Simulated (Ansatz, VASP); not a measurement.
Two plane-wave programs on NiO2

INCAR

```
SYSTEM = NiO2
ALGO     = Normal         ! electronic algorithm
EDIFF    = 1E-6           ! SCF threshold, eV
ENCUT    = 520            ! plane-wave cutoff, eV
GGA      = PS             ! functional
ISIF     = 2              ! what is computed and relaxed
ISMEAR   = 0              ! smearing method
LASPH    = .True.         ! aspherical terms in the spheres
LCHARG   = .False.        ! write CHGCAR
LREAL    = .False.        ! projectors in reciprocal space
LWAVE    = .False.        ! write WAVECAR
NBANDS   = 18             ! bands
NELM     = 60             ! most SCF steps
PREC     = Accurate       ! precision mode
SIGMA    = 0.05           ! smearing width, eV
```

KPOINTS

```
k-points
0
Gamma
  12 12 6
  0 0 0
```

POSCAR

```
NiO2
1.0
    2.8624235356      0.0000000000      0.0000000000
   -1.4312117678      2.4789314982      0.0000000000
    0.0000000000      0.0000000000      4.7038205961
Ni O
1 2
Direct
    0.0000000000      0.0000000000      0.5000000000
    0.6666666667      0.3333333333      0.6625222406
    0.3333333333      0.6666666667      0.3374777594
```

Input for Ansatz:

```yaml
crystal:
  lattice:
    - [2.8624235356, 0.0, 0.0]
    - [-1.4312117678, 2.4789314982, 0.0]
    - [0.0, 0.0, 4.7038205961]
  atoms:
    - { symbol: Ni, position: [0.0, 0.0, 0.5] }
    - { symbol: O, position: [0.6666666667, 0.3333333333, 0.6625222406] }
    - { symbol: O, position: [0.3333333333, 0.6666666667, 0.3374777594] }
basis:
  ecutwfc: 520.0
kpoints:
  mp_grid: { grid: [12, 12, 6] }
hamiltonian:
  xc: pbesol
scf:
  occupations: { method: gaussian, width: 0.05 }
output:
  forces: true
  stress: true
  eigenvalues: true
```

Alike in both runs: task single point; functional PBEsol; k mesh 12 × 12 × 6; occupations gaussian, width 0.05 eV; no spin polarisation.

|  | VASP | Ansatz |
| --- | --- | --- |
| version | VASP 6.6.1 | Ansatz 0.2.0 |
| potentials or method | VASP PAW PBE potentials, release 64 (Ni, O), cutoff 520 eV | scalar-relativistic, plane waves, PAW |
| valence electrons in the cell | 22 | 30 |

Ansatz gave:

```
gap on the k mesh at the Fermi level (eV)                     : 0.77
least direct gap on the mesh (eV)                             : 1.23
pressure (GPa)                                                : 12.2
traceless stress, the component that is largest in VASP (GPa) : 6.59
rms of the force components (eV/Å)                            : 1.208
```

Problem. Estimate VASP's values.

Solution. gap on the k mesh at the Fermi level (eV): 0.75; least direct gap on the mesh (eV): 1.18; pressure (GPa): 12.8; traceless stress, the component that is largest in VASP (GPa): 5.81; rms of the force components (eV/Å): 1.222.

VASP's potentials were made for PBE, not for PBEsol. Atom by atom the forces differ by 0.014 eV/Å (rms over components). VASP's potentials hold 22 valence electrons a cell and Ansatz's 30, so a difference there can come from the potentials and not from the codes.
